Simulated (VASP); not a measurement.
Wanted: the native input for a VASP 6.6.1 run.

| Quantity | Value |
| --- | --- |
| Task | single point |
| Functional | LDA |
| Potentials or basis | VASP PAW LDA potentials, release 64 (Hg) |
| Cutoff | 520 eV |
| k mesh | 11 × 11 × 11 |
| Occupations | fermi-dirac, width 0.136057 eV |
| Spin | no spin polarisation |
| Dipole correction | no |
| Further INCAR settings | ALGO = Normal; EDIFF = 1e-06; NBANDS = 12 |

The structure of Hg lies in POSCAR:

```
Hg
1.0
    2.8922504153      0.0000000000      0.0000000000
    0.0000000000      2.8922504153      0.0000000000
    0.0000000000      0.0000000000      2.8922504153
Hg
1
Direct
    0.0000000000      0.0000000000      0.0000000000
```

These files were run (other wordings do the same):

INCAR

```
  PREC = Accurate
  ENCUT = 520
  EDIFF = 1E-6
  ISMEAR = -1
  SIGMA = 0.13605693000000002
  LREAL = False
  LASPH = True
  NELM = 100
  ALGO = Normal
  ISIF = 2
  LWAVE = False
  LCHARG = False
  NBANDS = 12
```

KPOINTS

```
regular mesh
0
Gamma
  11 11 11
```

Potentials or basis: VASP PAW LDA potentials, release 64 (Hg).

Launch:

```bash
$ cat potpaw_LDA.64/Hg/POTCAR > POTCAR
$ mpirun -np 1 vasp_std > vasp.out
```

Results of the run:

The pressure is 0.9 GPa. The band gap on the k mesh is zero (band 6 reaches 5.83 eV, above the bottom of band 7 at 1.17 eV).

Caveat: spin-orbit coupling is left out, which moves the levels of the heavy elements.

Wall time 5.6 s on 1 thread of Intel(R) Xeon(R) Platinum 8488C (Sapphire Rapids) (shared host), peak memory 0.13 GiB.
